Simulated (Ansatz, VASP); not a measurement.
## Ir in VASP and in Ansatz

```xyz
1
Lattice="0.0000 1.9221 1.9221 1.9221 0.0000 1.9221 1.9221 1.9221 0.0000" Properties=species:S:1:pos:R:3 pbc="T T T"
Ir    0.0000    0.0000    0.0000
```

Alike in both runs: functional r2SCAN; k mesh 18 × 18 × 18; occupations gaussian, width 0.1 eV; no spin polarisation.

Ansatz relaxed the structure, and its values are those at the end. VASP's run is a single point on that final structure, the one shown.

|  | VASP | Ansatz |
| --- | --- | --- |
| version | VASP 6.6.1 | Ansatz 0.2.0 |
| potentials or method | VASP PAW PBE potentials, release 64 (Ir_sv_GW), cutoff 620 eV | scalar-relativistic, plane waves, PAW |
| valence electrons in the cell | 17 | 17 |

VASP gave:

```
gap on the k mesh at the Fermi level (eV) : none
pressure (GPa)                            : -0.9
```

Problem. Estimate Ansatz's values.

Solution. gap on the k mesh at the Fermi level (eV): none; pressure (GPa): 0.0.

VASP's potentials were made for PBE, not for r2SCAN. A gap of «none» marks a metal or a gap that the smearing closes.

Neither program's run includes spin-orbit coupling.
